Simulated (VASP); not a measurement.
# KF (P6_3/mmc) in VASP: settings compared

Aim: see how the results for KF move with the level of theory and the settings. Levels: PBEsol, PBE, r2SCAN. Tasks: single point.

Everything below comes from runs of VASP 6.6.1. Logs are shortened: lines on timing, memory, paths and dates and some standing lists are left out, and cuts for length are marked.

**1. The cell of the first run**

Symmetry: P6_3/mmc, No. 194, hexagonal system. The conventional cell has a = 3.656 Å, b = 3.656 Å, c = 6.462 Å, α = 90.00°, β = 90.00°, γ = 120.00°. K (site symmetry -3m) has 6 F at 2.66 Å and 2 K at 3.23 Å within 3.5 Å. Within 3.5 Å of F (site symmetry -6m2) lie 6 K at 2.66 Å.

**2. Single point, PBEsol**

INCAR

```
PREC = Accurate
ENCUT = 520
EDIFF = 1E-7
ISMEAR = -1
SIGMA = 0.02
LREAL = F
LASPH = T
NELM = 100
ALGO = Normal
ISIF = 2
LWAVE = F
LCHARG = F
GGA = PS
NBANDS = 24
```

KPOINTS

```
Automatic mesh
0
Gamma
  12 12 4
```

POSCAR

```
KF
1.0
    3.6558975552      0.0000000000      0.0000000000
   -1.8279487776      3.1661001565      0.0000000000
    0.0000000000      0.0000000000      6.4618784383
K F
2 2
Direct
    0.0000000000      0.0000000000      0.0000000000
    0.0000000000      0.0000000000      0.5000000000
    0.3333333333      0.6666666667      0.2500000000
    0.6666666667      0.3333333333      0.7500000000
```

Potentials or basis: VASP PAW PBE potentials, release 64 (K_sv, F).

On the command line:

```console
$ cat potpaw_PBE.64/K_sv/POTCAR potpaw_PBE.64/F/POTCAR > POTCAR
$ mpirun -np 1 vasp_std > vasp.out
```

OUTCAR:

```text
PREC = Accurate
   ENCUT = 520
   EDIFF = 1E-7
   ISMEAR = -1
   LREAL = F
   LASPH = T
   NELM = 100
   ISIF = 2
   GGA = PS

 ion  position               nearest neighbor table
   1  0.000  0.000  0.000-   3 2.66   4 2.66   4 2.66   3 2.66   4 2.66   3 2.66   2 3.23   2 3.23

   2  0.000  0.000  0.500-   3 2.66   4 2.66   4 2.66   3 2.66   4 2.66   3 2.66   1 3.23   1 3.23

   3  0.333  0.667  0.250-   1 2.66   2 2.66   1 2.66   2 2.66   1 2.66   2 2.66
   4  0.667  0.333  0.750-   1 2.66   2 2.66   1 2.66   2 2.66   1 2.66   2 2.66

  LATTYP: Found a hexagonal cell.
 ALAT       =     3.6558975552
 C/A-ratio  =     1.7675217483

  Lattice vectors:

 A1 = (   3.6558975552,   0.0000000000,   0.0000000000)
 A2 = (  -1.8279487776,   3.1661001565,   0.0000000000)
 A3 = (   0.0000000000,   0.0000000000,   6.4618784383)

Analysis of symmetry for initial positions (statically):
=====================================================================
 Subroutine PRICEL returns:
 Original cell was already a primitive cell.

 Routine SETGRP: Setting up the symmetry group for a
 hexagonal supercell.

 Subroutine GETGRP returns: Found 24 space group operations
 (whereof 12 operations were pure point group operations)
 out of a pool of 24 trial point group operations.

The static configuration has the point symmetry D_3d.
 The point group associated with its full space group is D_6h.

Analysis of symmetry for dynamics (positions and initial velocities):
=====================================================================
 Subroutine PRICEL returns:
 Original cell was already a primitive cell.

 Routine SETGRP: Setting up the symmetry group for a
 hexagonal supercell.

 Subroutine GETGRP returns: Found 24 space group operations
 (whereof 12 operations were pure point group operations)
 out of a pool of 24 trial point group operations.

The dynamic configuration has the point symmetry D_3d.
 The point group associated with its full space group is D_6h.

 Subroutine INISYM returns: Found 24 space group operations
 (whereof 12 operations are pure point group operations),
 and found     1 'primitive' translations

----------------------------------------------------------------------------------------

                                     Primitive cell

  volume of cell :      74.7958

  direct lattice vectors                    reciprocal lattice vectors
[... 90 lines left out ...]
   NELM   =    100;   NELMIN=  2; NELMDL= -5     # of ELM steps
   EDIFF  = 0.1E-06   stopping-criterion for ELM
   LREAL  =      F    real-space projection
   EDIFFG = 0.1E-05   stopping-criterion for IOM
   NSW    =      0    number of steps for IOM
   IBRION =     -1    ionic relax: 0-MD 1-quasi-New 2-CG
   NFREE  =      0    steps in history (QN), initial steepest desc. (CG)
   ISIF   =      2    stress and relaxation
   ISYM   =      2    0-nonsym 1-usesym 2-fastsym
   POTIM  = 0.5000    time-step for ionic-motion
   TEBEG  =    0.0;   TEEND  =   0.0 temperature during run
   PSTRESS=    0.0 pullay stress
   NELECT =      32.0000    total number of electrons
   NUPDOWN=      -1.0000    fix difference up-down
   EMIN   =  10.00;   EMAX   =-10.00  energy-range for DOS
   EFERMI =   0.00;   METHOD = LEGACY
   ISMEAR =    -1;   SIGMA  =   0.02  broadening in eV -4-tet -1-fermi 0-gaus
   EFERMI_NEDOS =   21; number of points for ismear=-14 and -15
   IALGO  =     38    algorithm
   IMIX   =      4    mixing-type and parameters
     AMIX     =   0.40;   BMIX     =  1.00
     AMIX_MAG =   1.60;   BMIX_MAG =  1.00
  volume/ion in A,a.u.               =      18.70       126.19
  Fermi-wavevector in a.u.,A,eV,Ry     =   1.233575  2.331119 20.704095  1.521708
  Thomas-Fermi vector in A             =   2.368300
   LORBIT       =      0    0 simple, 1 ext, 2 COOP (PROOUT), +10 PAW based schemes
   GGA     = PS    functional components
   LHFCALC =     F    Hartree Fock is set to
   AEXX    =    0.0000 exact exchange contribution
   IVDW    =     0    specifies the selected vdW correction
   LEPSILON=     F    determine dielectric tensor
   LRPA    =     F    only Hartree local field effects (RPA)
 non-spin polarized calculation
  energy-cutoff  :      520.00
  volume of cell :       74.80
 maximum number of plane-waves:      2037
 NGX is ok and might be reduce to    28
   NGX = 13   NGY = 13   NGZ = 25

 number of electron      32.0000000 magnetization

 Free energy of the ion-electron system (eV)
  ---------------------------------------------------
  ext. energy  EPLUGINS =         0.00000000
  ---------------------------------------------------
  free energy    TOTEN  =       -16.88321861 eV

  energy without entropy =      -16.88321861  energy(sigma->0) =      -16.88321861

 E-fermi :  -2.2743     XC(G=0):  -8.7027

 val. band max:       -2.8020312286   @ k =   0.0000   0.0000   0.0000
 cond. band min:       3.2819975667   @ k =   0.0000   0.0000   0.0000
 fundamental gap:      6.0840287953
 Fermi energy:        -2.2742714450

 k-point     1 :       0.0000    0.0000    0.0000
  band No.  band energies     occupation
      1     -28.9349      2.00000
      2     -28.7826      2.00000
      3     -21.4992      2.00000
      4     -21.3768      2.00000
      5     -12.6853      2.00000
      6     -12.2286      2.00000
[... 637 lines left out ...]
     23       9.4080      0.00000
     24      10.5175      0.00000

 [... further k-points ...]

------------------------ aborting loop because EDIFF is reached ----------------------------------------

  FORCE on cell =-STRESS in cart. coord.  units (eV):
  Direction    XX          YY          ZZ          XY          YZ          ZX
  --------------------------------------------------------------------------------------
  -------------------------------------------------------------------------------------
  Total        0.0195716      0.0195716      0.0421430      0.0000000     -0.0000000      0.0000000
  in kB        0.4192369      0.4192369      0.9027316      0.0000000     -0.0000000      0.0000000
  external PRESSURE =       0.5804018 kB  Pullay stress =       0.0000000 kB

 VOLUME and BASIS-vectors are now :
 -----------------------------------------------------------------------------
  energy-cutoff  :      520.00
  volume of cell :       74.80
      direct lattice vectors                 reciprocal lattice vectors
     3.655897555  0.000000000  0.000000000     0.273530641  0.157922989  0.000000000
    -1.827948778  3.166100157  0.000000000     0.000000000  0.315845978  0.000000000
     0.000000000  0.000000000  6.461878438     0.000000000  0.000000000  0.154753762

 POSITION                                       TOTAL-FORCE (eV/Angst)
 -----------------------------------------------------------------------------------
      0.00000      0.00000      0.00000         0.000000      0.000000     -0.000000
      0.00000      0.00000      3.23094         0.000000      0.000000     -0.000000
     -0.00000      2.11073      1.61547        -0.000000      0.000000      0.000000
      1.82795      1.05537      4.84641         0.000000      0.000000     -0.000000
 -----------------------------------------------------------------------------------
    total drift:                                0.000000     -0.000000      0.000000

  FREE ENERGIE OF THE ION-ELECTRON SYSTEM (eV)
  ---------------------------------------------------
  free  energy   TOTEN  =       -16.8832186133 eV

  energy  without entropy=      -16.8832186133  energy(sigma->0) =      -16.88321861
```

OSZICAR:

```text
N       E                     dE             d eps       ncg     rms          rms(c)
DAV:   1     0.263074691447E+03    0.26307E+03   -0.16580E+04  2736   0.129E+03
DAV:   2    -0.462056733283E+01   -0.26770E+03   -0.25343E+03  3680   0.365E+02
DAV:   3    -0.181834754837E+02   -0.13563E+02   -0.13477E+02  3848   0.727E+01
DAV:   4    -0.191293832177E+02   -0.94591E+00   -0.94535E+00  4168   0.126E+01
DAV:   5    -0.191362342263E+02   -0.68510E-02   -0.68509E-02  3736   0.140E+00    0.837E+00
DAV:   6    -0.169425506250E+02    0.21937E+01   -0.77384E+00  3056   0.175E+01    0.581E+00
DAV:   7    -0.168970691633E+02    0.45481E-01   -0.40502E-01  3832   0.359E+00    0.363E+00
DAV:   8    -0.168795193718E+02    0.17550E-01   -0.13115E-01  3224   0.295E+00    0.435E-01
DAV:   9    -0.168821095171E+02   -0.25901E-02   -0.24517E-02  3720   0.898E-01    0.166E-01
DAV:  10    -0.168829321984E+02   -0.82268E-03   -0.34843E-03  3656   0.396E-01    0.120E-01
DAV:  11    -0.168829921168E+02   -0.59918E-04   -0.30267E-04  3728   0.129E-01    0.629E-02
DAV:  12    -0.168832143943E+02   -0.22228E-03   -0.30074E-04  3008   0.122E-01    0.139E-02
DAV:  13    -0.168832184164E+02   -0.40221E-05   -0.11880E-05  3960   0.232E-02    0.736E-03
DAV:  14    -0.168832185316E+02   -0.11524E-06   -0.70495E-06  3160   0.164E-02    0.214E-03
DAV:  15    -0.168832186133E+02   -0.81712E-07   -0.18305E-07  3064   0.302E-03
   1 F= -.16883219E+02 E0= -.16883219E+02  d E =-.115734E-12
```

stdout:

```text
POSCAR found type information on POSCAR K F
 POSCAR found :  2 types and       4 ions
 scaLAPACK will be used
 -----------------------------------------------------------------------------
|                                                                             |
|                                                                             |
|     You enforced a specific xc type in the INCAR file but a different       |
|     I HOPE YOU KNOW WHAT YOU ARE DOING!                                     |
|                                                                             |
 -----------------------------------------------------------------------------

 LDA part: xc-table for (Slater+PW92), standard interpolation
 POSCAR, INCAR and KPOINTS ok, starting setup
 FFT: planning ... GRIDC
 FFT: planning ... GRID_SOFT
 FFT: planning ... GRID
 WAVECAR not read
 entering main loop
```

Run time: 56 s. Hardware: 1 thread of AMD EPYC 9R45 (Zen 5), shared host; peak memory 0.2 GiB.

Results:

- Free energy: -16.8832 eV
- Pressure: 0.1 GPa
- Band gap on the k mesh: 6.08 eV

Caveat: the PAW data sets were made with another functional, which shifts forces and pressure a little.

**3. Single point, PBE**

This run uses another cell than the first one, of 19.97 Å³/atom.

INCAR

```
SYSTEM = KF
PREC = Accurate
ENCUT = 520
EDIFF = 1E-6
ISMEAR = -1
SIGMA = 0.02
LREAL = .False.
LASPH = .True.
NELM = 80
ALGO = Normal
ISIF = 2
LWAVE = .False.
LCHARG = .False.
GGA = PE
NBANDS = 24
```

KPOINTS

```
Automatic mesh
0
Gamma
  12 12 4
  0 0 0
```

POSCAR

```
KF
1.0
    3.7398271719      0.0000000000      0.0000000000
   -1.8699135859      3.2387853366      0.0000000000
    0.0000000000      0.0000000000      6.5945025924
K F
2 2
Direct
    0.0000000000      0.0000000000      0.0000000000
    0.0000000000      0.0000000000      0.5000000000
    0.3333333333      0.6666666667      0.2500000000
    0.6666666667      0.3333333333      0.7500000000
```

Potentials or basis: VASP PAW PBE potentials, release 64 (K_sv, F).

On the command line:

```console
$ cat potpaw_PBE.64/K_sv/POTCAR potpaw_PBE.64/F/POTCAR > POTCAR
$ mpirun -np 1 vasp_std > vasp.out
```

It took 72 s on 1 thread of AMD EPYC 9R45 (Zen 5), shared host; peak memory 0.21 GiB.

It converged, with:

- Free energy: -16.4362 eV
- Pressure: 0.0 GPa
- Band gap on the k mesh: 5.89 eV

Stress tensor (GPa, compression positive):
```
-0.01  0.00  0.00
 0.00 -0.01  0.00
 0.00  0.00  0.07
```

Levels at points of the mesh, in eV from the valence-band top:
| k point | band 12 | band 13 | band 14 | band 15 | band 16 | band 17 | band 18 | band 19 | band 20 | band 21 |
| --- | --- | --- | --- | --- | --- | --- | --- | --- | --- | --- |
| (0.00, 0.00, 0.00) | -0.25 | -0.25 | -0.08 | 0.00 | 0.00 | 5.89 | 8.95 | 9.09 | 9.97 | 10.84 |
| (0.50, 0.00, 0.00) | -0.45 | -0.31 | -0.26 | -0.16 | -0.07 | 8.13 | 9.52 | 9.60 | 9.90 | 10.18 |
| (0.00, 0.00, 0.50) | -0.46 | -0.13 | -0.13 | -0.13 | -0.13 | 7.17 | 7.17 | 9.94 | 9.94 | 11.19 |
| (0.50, 0.00, 0.50) | -0.52 | -0.28 | -0.28 | -0.19 | -0.19 | 8.72 | 8.72 | 10.16 | 10.16 | 11.35 |

**4. Single point, r2SCAN**

This run uses another cell than the first one, of 18.79 Å³/atom.

POSCAR

```
KF
1.0
    3.6599340438      0.0000000000      0.0000000000
   -1.8299670219      3.1695958582      0.0000000000
    0.0000000000      0.0000000000      6.4788100681
K F
2 2
Direct
    0.0000000000      0.0000000000      0.0000000000
    0.0000000000      0.0000000000      0.5000000000
    0.3333333333      0.6666666667      0.2500000000
    0.6666666667      0.3333333333      0.7500000000
```

INCAR.step1

```
ALGO = Normal ; EDIFF = 1E-4
ENCUT = 520 ; GGA = PE
ISMEAR = -1 ; LASPH = T
LCHARG = F ; LREAL = F
LWAVE = T ; NBANDS = 24
NELM = 60 ; PREC = Accurate
SIGMA = 0.02
```

INCAR.step2

```
ALGO = Normal ; EDIFF = 1E-6
ENCUT = 520 ; ISIF = 2
ISMEAR = -1 ; ISTART = 1
LASPH = T ; LCHARG = F
LMIXTAU = T ; LREAL = F
LWAVE = F ; METAGGA = R2SCAN
NBANDS = 24 ; NELM = 60
PREC = Accurate ; SIGMA = 0.02
```

KPOINTS

```
k-points
0
Gamma
  12 12 4
```

On the command line:

```console
$ cat potpaw_PBE.64/K_sv/POTCAR potpaw_PBE.64/F/POTCAR > POTCAR
$ cp INCAR.step1 INCAR
$ mpirun -np 1 vasp_std > vasp.out
$ cp INCAR.step2 INCAR
$ mpirun -np 1 vasp_std > vasp.out
```

It took 4 min on 1 thread of AMD EPYC 9R45 (Zen 5), shared host; peak memory 0.22 GiB.

It converged, with:

```yaml
Free_energy: -29.7967 eV
Pressure: 0.0 GPa
Band_gap_on_the_k_mesh: 6.87 eV
```

Levels at points of the mesh, in eV from the valence-band top:
```tsv
k point	band 12	band 13	band 14	band 15	band 16	band 17	band 18	band 19	band 20	band 21
(0.00, 0.00, 0.00)	-0.28	-0.28	-0.08	0.00	0.00	6.87	9.79	10.12	11.01	11.84
(0.50, 0.00, 0.00)	-0.49	-0.34	-0.25	-0.13	-0.05	8.80	10.46	10.72	10.94	11.29
(0.00, 0.00, 0.50)	-0.47	-0.14	-0.14	-0.14	-0.14	8.17	8.17	10.91	10.91	12.23
(0.50, 0.00, 0.50)	-0.53	-0.29	-0.29	-0.20	-0.20	9.46	9.46	11.35	11.35	12.61
```

Caveat: the PAW data sets were made with another functional, which shifts forces and pressure a little. A k mesh can miss the band edges.

**5. Summary**

| level | cell | gap on the mesh (eV) | pressure (GPa) |
| --- | --- | --- | --- |
| PBEsol | a = 3.656, b = 3.656, c = 6.462 Å, angles 90.0, 90.0, 120.0°, 4 atoms | 6.08 | 0.1 |
| PBE | a = 3.740, b = 3.740, c = 6.595 Å, angles 90.0, 90.0, 120.0°, 4 atoms | 5.89 | 0.0 |
| r2SCAN | a = 3.660, b = 3.660, c = 6.479 Å, angles 90.0, 90.0, 120.0°, 4 atoms | 6.87 | 0.0 |

Alike in all rows: task single point; potentials or basis VASP PAW PBE potentials, release 64 (K_sv, F); no spin polarisation; k mesh 12 × 12 × 4; cutoff (eV) 520; smearing fermi-dirac 0.02 eV.

Caveats: the PAW data sets were made with another functional, which shifts forces and pressure a little (at least some runs).

Absolute energies hang on the potentials; compare differences alone.
